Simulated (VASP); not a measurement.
AlN, 2 atoms in the cell. Symmetry: R3m, No. 160, trigonal system. The conventional cell has a = 3.891 Å, b = 3.891 Å, c = 4.766 Å, α = 90.00°, β = 90.00°, γ = 120.00°. Within 1.6 Å of Al (site symmetry 3m) lie 1 N at 1.19 Å. N (site symmetry 3m) has 1 Al at 1.19 Å within 1.6 Å.  This cell differs from its parent crystal: ratio of the length along [111] to the lengths across it x 0.5, volume and fractional coordinates fixed.

```yaml
Program: VASP 6.6.1
Task: single point
Functional: PBE
Potentials_or_basis: VASP PAW PBE potentials, release 64 (Al, N)
Cutoff: 520 eV
k_mesh: 10 × 10 × 10
Occupations: gaussian, width 0.05 eV
Spin: no spin polarisation
Dipole_correction: no
Further_INCAR_settings: ALGO = Normal; EDIFF = 1e-07; NBANDS = 11
```

Potentials or basis: VASP PAW PBE potentials, release 64 (Al, N).

The run is started by

```bash
$ cat potpaw_PBE.64/Al/POTCAR potpaw_PBE.64/N/POTCAR > POTCAR
$ mpirun -np 1 vasp_std > vasp.out
```

Hardware: 1 thread of Intel(R) Xeon(R) 6975P-C (Granite Rapids), with other jobs on the host.

Q: How long does it take, and how much memory?

A: Run time: 7.4 s on 1 thread of Intel(R) Xeon(R) 6975P-C (Granite Rapids), with other jobs on the host, peak memory 0.13 GiB. Counts: scf iterations 14, k points 116.
